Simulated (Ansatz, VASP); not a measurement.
## Hg in VASP and in Ansatz

```
Hg
1.0
    -3.00546    3.00546    1.60249
     3.00546   -3.00546    1.60249
     3.00546    3.00546   -1.60249
Hg
2
Direct
  0.75000 0.25000 0.50000
  0.00000 0.00000 0.00000
```

Alike in both runs: functional PBE; k mesh 16 × 16 × 16; occupations gaussian, width 0.1 eV; no spin polarisation.

Ansatz relaxed the structure, and its values are those at the end. VASP's run is a single point on that final structure, the one shown.

|  | VASP | Ansatz |
| --- | --- | --- |
| version | VASP 6.6.1 | Ansatz 0.2.0 |
| potentials or method | VASP PAW PBE potentials, release 64 (Hg), cutoff 520 eV | scalar-relativistic, plane waves, PAW |
| valence electrons in the cell | 24 | 40 |

VASP gave:

| Property | Result |
| --- | --- |
| gap on the k mesh at the Fermi level (eV) | none |
| pressure (GPa) | 0.2 |

Estimate Ansatz's values.

gap on the k mesh at the Fermi level (eV): none; pressure (GPa): 0.0.

A gap of «none» marks a metal or a gap that the smearing closes. VASP's potentials hold 24 valence electrons a cell and Ansatz's 40, so a difference there can come from the potentials and not from the codes.

Spin-orbit coupling is off throughout.
